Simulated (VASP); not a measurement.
# MgS (Fm-3m) in VASP: further runs, part 2 of 2

VASP 6.6.1.

### Step 3. Single point, LDA

This run uses another cell than the first one, of 15.69 Å³/atom, 1.066 times its volume.

File INCAR:

```
SYSTEM = MgS
PREC = Accurate ; ENCUT = 520
EDIFF = 1E-6 ; ISMEAR = 0
SIGMA = 0.01 ; LREAL = .False.
LASPH = .True. ; NELM = 60
ALGO = Normal ; ISIF = 2
LWAVE = .False. ; LCHARG = .False.
GGA = CA ; NBANDS = 11
```

File KPOINTS:

```
regular mesh
0
Gamma
  8 8 8
  0 0 0
```

File POSCAR:

```
MgS
1.0
    0.0000000000      2.5033509830      2.5033509830
    2.5033509830      0.0000000000      2.5033509830
    2.5033509830      2.5033509830      0.0000000000
Mg S
1 1
Direct
    0.0000000000      0.0000000000      0.0000000000
    0.5000000000      0.5000000000      0.5000000000
```

Potentials or basis: VASP PAW LDA potentials, release 64 (Mg, S).

Launch:

```
> cat potpaw_LDA.64/Mg/POTCAR potpaw_LDA.64/S/POTCAR > POTCAR
> mpirun -np 1 vasp_std > vasp.out
```

OUTCAR:

```text
SYSTEM = MgS
   PREC = Accurate
   ENCUT = 520
   EDIFF = 1E-6
   ISMEAR = 0
   LREAL = .False.
   LASPH = .True.
   NELM = 60
   ISIF = 2
   GGA = CA

 ion  position               nearest neighbor table
   1  0.000  0.000  0.000-   2 2.50   2 2.50   2 2.50   2 2.50   2 2.50   2 2.50
   2  0.500  0.500  0.500-   1 2.50   1 2.50   1 2.50   1 2.50   1 2.50   1 2.50

  LATTYP: Found a face centered cubic cell.
 ALAT       =     5.0067019660

  Lattice vectors:

 A1 = (   0.0000000000,   2.5033509830,   2.5033509830)
 A2 = (   2.5033509830,   0.0000000000,   2.5033509830)
 A3 = (   2.5033509830,   2.5033509830,   0.0000000000)
[... 514 lines left out ...]
      8      14.5295      0.00000
      9      17.2996      0.00000
     10      18.7709      0.00000
     11      20.7564      0.00000

 [... further k-points ...]
[... 5 lines left out ...]
  --------------------------------------------------------------------------------------
  -------------------------------------------------------------------------------------
  Total        1.2490587      1.2490587      1.2490587      0.0000000      0.0000000     -0.0000000
  in kB       63.7820112     63.7820112     63.7820112      0.0000000      0.0000000     -0.0000000
  external PRESSURE =      63.7820112 kB  Pullay stress =       0.0000000 kB

 VOLUME and BASIS-vectors are now :
 -----------------------------------------------------------------------------
  energy-cutoff  :      520.00
  volume of cell :       31.38
      direct lattice vectors                 reciprocal lattice vectors
     0.000000000  2.503350983  2.503350983    -0.199732280  0.199732280  0.199732280
     2.503350983  0.000000000  2.503350983     0.199732280 -0.199732280  0.199732280
     2.503350983  2.503350983  0.000000000     0.199732280  0.199732280 -0.199732280

 POSITION                                       TOTAL-FORCE (eV/Angst)
 -----------------------------------------------------------------------------------
      0.00000      0.00000      0.00000        -0.000000     -0.000000     -0.000000
      2.50335      2.50335      2.50335         0.000000      0.000000      0.000000
 -----------------------------------------------------------------------------------
    total drift:                                0.000000      0.000000      0.000000

  FREE ENERGIE OF THE ION-ELECTRON SYSTEM (eV)
  ---------------------------------------------------
  free  energy   TOTEN  =        -9.5518545368 eV

  energy  without entropy=       -9.5518545368  energy(sigma->0) =       -9.55185454
```

OSZICAR:

```text
N       E                     dE             d eps       ncg     rms          rms(c)
DAV:   1     0.176600337511E+02    0.17660E+02   -0.36363E+03   694   0.594E+02
DAV:   2    -0.892631337761E+01   -0.26586E+02   -0.25062E+02   828   0.973E+01
DAV:   3    -0.995495391498E+01   -0.10286E+01   -0.10272E+01   762   0.199E+01
DAV:   4    -0.996019150309E+01   -0.52376E-02   -0.52370E-02   769   0.169E+00
DAV:   5    -0.996023340025E+01   -0.41897E-04   -0.41897E-04   773   0.150E-01    0.500E+00
DAV:   6    -0.960544419543E+01    0.35479E+00   -0.71151E-01   722   0.341E+00    0.388E+00
DAV:   7    -0.955620503013E+01    0.49239E-01   -0.19658E-01   749   0.189E+00    0.233E+00
DAV:   8    -0.955215352702E+01    0.40515E-02   -0.10250E-02   701   0.552E-01    0.865E-01
DAV:   9    -0.955187374974E+01    0.27978E-03   -0.51921E-04   734   0.122E-01    0.349E-01
DAV:  10    -0.955185696323E+01    0.16787E-04   -0.54199E-05   734   0.359E-02    0.107E-01
DAV:  11    -0.955185450450E+01    0.24587E-05   -0.12734E-05   756   0.158E-02    0.132E-02
DAV:  12    -0.955185453679E+01   -0.32291E-07   -0.17254E-07   412   0.295E-03
   1 F= -.95518545E+01 E0= -.95518545E+01  d E =-.122916E-46
```

Run time: 9.5 s. Hardware: 1 thread of AMD EPYC 7R43 (Zen 3), shared host; peak memory 0.11 GiB.

What came out:

```yaml
Free_energy: -9.5519 eV
Pressure: 6.4 GPa
Band_gap_on_the_k_mesh: 2.80 eV, indirect (least direct gap 4.47 eV)
```

Levels at points of the mesh, in eV from the valence-band top:
```
           k point  band 1  band 2  band 3  band 4  band 5  band 6  band 7  band 8
(0.00, 0.00, 0.00)  -13.36    0.00    0.00    0.00    4.47    7.73    7.73    7.73
(0.50, 0.00, 0.00)  -11.70   -5.56   -0.74   -0.74    4.54    6.86    6.86   11.07
(0.50, 0.50, 0.00)  -11.22   -4.90   -1.99   -1.99    2.80    3.86   12.97   13.07
```

### Step 4. Single point, LDA

This run uses another cell than the first one, of 15.29 Å³/atom, 1.039 times its volume.

File INCAR:

```
PREC = Accurate ; ENCUT = 520
EDIFF = 1E-6 ; ISMEAR = 0
SIGMA = 0.01 ; LREAL = F
LASPH = T ; NELM = 80
ALGO = Normal ; ISIF = 2
LWAVE = F ; LCHARG = F
NBANDS = 11
```

File KPOINTS:

```
Automatic mesh
0
Gamma
  8 8 8
```

File POSCAR:

```
MgS
1.0
    0.0000000000      2.4819229680      2.4819229680
    2.4819229680      0.0000000000      2.4819229680
    2.4819229680      2.4819229680      0.0000000000
Mg S
1 1
Direct
    0.0000000000      0.0000000000      0.0000000000
    0.5000000000      0.5000000000      0.5000000000
```

Potentials or basis: VASP PAW LDA potentials, release 64 (Mg, S).

Launch:

```
> cat potpaw_LDA.64/Mg/POTCAR potpaw_LDA.64/S/POTCAR > POTCAR
> mpirun -np 1 vasp_std > vasp.out
```

OUTCAR:

```text
PREC = Accurate
   ENCUT = 520
   EDIFF = 1E-6
   ISMEAR = 0
   LREAL = F
   LASPH = T
   NELM = 80
   ISIF = 2

 ion  position               nearest neighbor table
   1  0.000  0.000  0.000-   2 2.48   2 2.48   2 2.48   2 2.48   2 2.48   2 2.48
   2  0.500  0.500  0.500-   1 2.48   1 2.48   1 2.48   1 2.48   1 2.48   1 2.48

  LATTYP: Found a face centered cubic cell.
 ALAT       =     4.9638459360

  Lattice vectors:

 A1 = (   0.0000000000,   2.4819229680,   2.4819229680)
[... 513 lines left out ...]
      5      10.6512      0.00000
      6      11.1869      0.00000
      7      13.6634      0.00000
      8      14.9152      0.00000
      9      17.6786      0.00000
     10      19.2909      0.00000
     11      21.1834      0.00000

 [... further k-points ...]
[... 5 lines left out ...]
  --------------------------------------------------------------------------------------
  -------------------------------------------------------------------------------------
  Total        1.7901355      1.7901355      1.7901355      0.0000000     -0.0000000      0.0000000
  in kB       93.7997320     93.7997320     93.7997320      0.0000000     -0.0000000      0.0000000
  external PRESSURE =      93.7997320 kB  Pullay stress =       0.0000000 kB

 VOLUME and BASIS-vectors are now :
 -----------------------------------------------------------------------------
  energy-cutoff  :      520.00
  volume of cell :       30.58
      direct lattice vectors                 reciprocal lattice vectors
     0.000000000  2.481922968  2.481922968    -0.201456696  0.201456696  0.201456696
     2.481922968  0.000000000  2.481922968     0.201456696 -0.201456696  0.201456696
     2.481922968  2.481922968  0.000000000     0.201456696  0.201456696 -0.201456696

 POSITION                                       TOTAL-FORCE (eV/Angst)
 -----------------------------------------------------------------------------------
      0.00000      0.00000      0.00000        -0.000000      0.000000      0.000000
      2.48192      2.48192      2.48192         0.000000     -0.000000     -0.000000
 -----------------------------------------------------------------------------------
    total drift:                                0.000000      0.000000      0.000000

  FREE ENERGIE OF THE ION-ELECTRON SYSTEM (eV)
  ---------------------------------------------------
  free  energy   TOTEN  =        -9.5124785099 eV

  energy  without entropy=       -9.5124785099  energy(sigma->0) =       -9.51247851
```

OSZICAR:

```text
N       E                     dE             d eps       ncg     rms          rms(c)
DAV:   1     0.204969038002E+02    0.20497E+02   -0.36619E+03   678   0.598E+02
DAV:   2    -0.860035921912E+01   -0.29097E+02   -0.27055E+02   810   0.102E+02
DAV:   3    -0.991057869233E+01   -0.13102E+01   -0.13061E+01   794   0.222E+01
DAV:   4    -0.991735796142E+01   -0.67793E-02   -0.67786E-02   746   0.184E+00
DAV:   5    -0.991740511767E+01   -0.47156E-04   -0.47156E-04   794   0.156E-01    0.515E+00
DAV:   6    -0.956645967782E+01    0.35095E+00   -0.69011E-01   722   0.339E+00    0.400E+00
DAV:   7    -0.951665017411E+01    0.49810E-01   -0.19922E-01   758   0.192E+00    0.238E+00
DAV:   8    -0.951276086722E+01    0.38893E-02   -0.98786E-03   689   0.542E-01    0.869E-01
DAV:   9    -0.951249596516E+01    0.26490E-03   -0.48128E-04   734   0.118E-01    0.345E-01
DAV:  10    -0.951248136561E+01    0.14600E-04   -0.44696E-05   742   0.332E-02    0.123E-01
DAV:  11    -0.951247847394E+01    0.28917E-05   -0.14317E-05   743   0.169E-02    0.117E-02
DAV:  12    -0.951247850988E+01   -0.35949E-07   -0.20431E-07   388   0.318E-03
   1 F= -.95124785E+01 E0= -.95124785E+01  d E =-.802586E-71
```

stdout:

```text
POSCAR found type information on POSCAR MgS
 POSCAR found :  2 types and       2 ions
 scaLAPACK will be used
 LDA part: xc-table for (Slater(with rela. corr.)+CA(PZ))
 , standard interpolation
 POSCAR, INCAR and KPOINTS ok, starting setup
 FFT: planning ... GRIDC
 FFT: planning ... GRID_SOFT
 FFT: planning ... GRID
 WAVECAR not read
 entering main loop
```

Run time: 9.5 s. Hardware: 1 thread of AMD EPYC 7R43 (Zen 3), shared host; peak memory 0.11 GiB.

What came out:

- Free energy: -9.5125 eV
- Pressure: 9.4 GPa
- Band gap on the k mesh: 2.85 eV, indirect (least direct gap 4.71 eV)

Levels at points of the mesh, in eV from the valence-band top:
```tsv
k point	band 1	band 2	band 3	band 4	band 5	band 6	band 7	band 8
(0.00, 0.00, 0.00)	-13.53	0.00	0.00	0.00	4.71	7.70	7.70	7.70
(0.50, 0.00, 0.00)	-11.80	-5.72	-0.78	-0.78	4.57	6.88	6.88	11.33
(0.50, 0.50, 0.00)	-11.30	-5.05	-2.05	-2.05	2.85	3.76	13.14	13.24
```

A k mesh can miss the band edges. As with any semilocal functional, this LDA gap is likely too small.

### Step 5. Overview

```csv
cell,gap on the mesh (eV),pressure (GPa)
"a = 3.466 Å, angles 60.0°, 2 atoms",2.92,14.4
"a = 3.540 Å, angles 60.0°, 2 atoms",2.80,6.4
"a = 3.510 Å, angles 60.0°, 2 atoms",2.85,9.4
```

Alike in all rows: task single point; level LDA; potentials or basis VASP PAW LDA potentials, release 64 (Mg, S); no spin polarisation; k mesh 8 × 8 × 8; cutoff (eV) 520; smearing gaussian 0.01 eV.

Total energies depend on the potentials used, so only differences within one code and one set of settings carry meaning.
